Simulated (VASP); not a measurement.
Write the native input for VASP 6.6.1 that does the following.

* Task: relaxation of cell and atoms
* Functional: PBEsol
* Potentials or basis: VASP PAW PBE potentials, release 64 (Na_pv)
* Cutoff: 600 eV
* k mesh: 8 × 8 × 3
* Occupations: fermi-dirac, width 0.05 eV
* Spin: no spin polarisation
* Target pressure: 20 GPa
* Dipole correction: no
* Further INCAR settings: ALGO = Normal; EDIFF = 1e-06; IBRION = 2; EDIFFG = -0.005; NSW = 80; ISIF = 3

The structure of Na lies in POSCAR:

```
Na
1.0
    3.7003831212      0.0000000000      0.0000000000
   -1.8501915606      3.2046257867      0.0000000000
    0.0000000000      0.0000000000     12.5373215400
Na
4
Direct
    0.6666666667      0.3333333333      0.7500000000
    0.0000000000      0.0000000000      0.5000000000
    0.3333333333      0.6666666667      0.2500000000
    0.0000000000      0.0000000000      0.0000000000
```

This isn't the form of Na at room conditions, which is bcc.

These files were run (other wordings do the same):

INCAR

```
ALGO     = Normal         # electronic algorithm
EDIFF    = 1E-6           # SCF threshold, eV
EDIFFG   = -0.005         # ionic threshold
ENCUT    = 600            # plane-wave cutoff, eV
GGA      = PS             # functional
IBRION   = 2              # ionic algorithm
ISIF     = 3              # what is computed and relaxed
ISMEAR   = -1             # smearing method
LASPH    = T              # aspherical terms in the spheres
LCHARG   = F              # write CHGCAR
LREAL    = F              # projectors in reciprocal space
LWAVE    = F              # write WAVECAR
NELM     = 60             # most SCF steps
NSW      = 80             # ionic steps
PREC     = Accurate       # precision mode
PSTRESS  = 200.0        
SIGMA    = 0.05           # smearing width, eV
```

KPOINTS

```
k-points
0
Gamma
  8 8 3
```

Potentials or basis: VASP PAW PBE potentials, release 64 (Na_pv).

The run is started by

```bash
$ cat potpaw_PBE.64/Na_pv/POTCAR > POTCAR
$ mpirun -np 1 vasp_std > vasp.out
```

Results of the run:

- Relaxed volume: 18.14 Å³/atom
- Relaxed cell: a = 2.970 Å, b = 2.970 Å, c = 9.494 Å, α = 90.00°, β = 90.00°, γ = 120.00°
- Space group after relaxing (to 0.1 Å): P6_3/mmc (No. 194)
- Energy change on relaxing (the run minimises the enthalpy): +642.3 meV/atom
- Ionic steps: 11
- Pressure after relaxing: 20.0 GPa
- Band gap on the k mesh: zero (bands 14 and 15 overlap by 4.84 eV)

Caveat: the cell is relaxed towards a set pressure, so the run minimises the enthalpy, not the energy; the volume moved by over 15 % at a fixed basis, so the end points are rough; the PAW data sets were made with another functional, which shifts forces and pressure a little.

Wall time 2.9 min on 1 thread of AMD EPYC 9R45 (Zen 5), with other jobs on the host, peak memory 0.27 GiB.
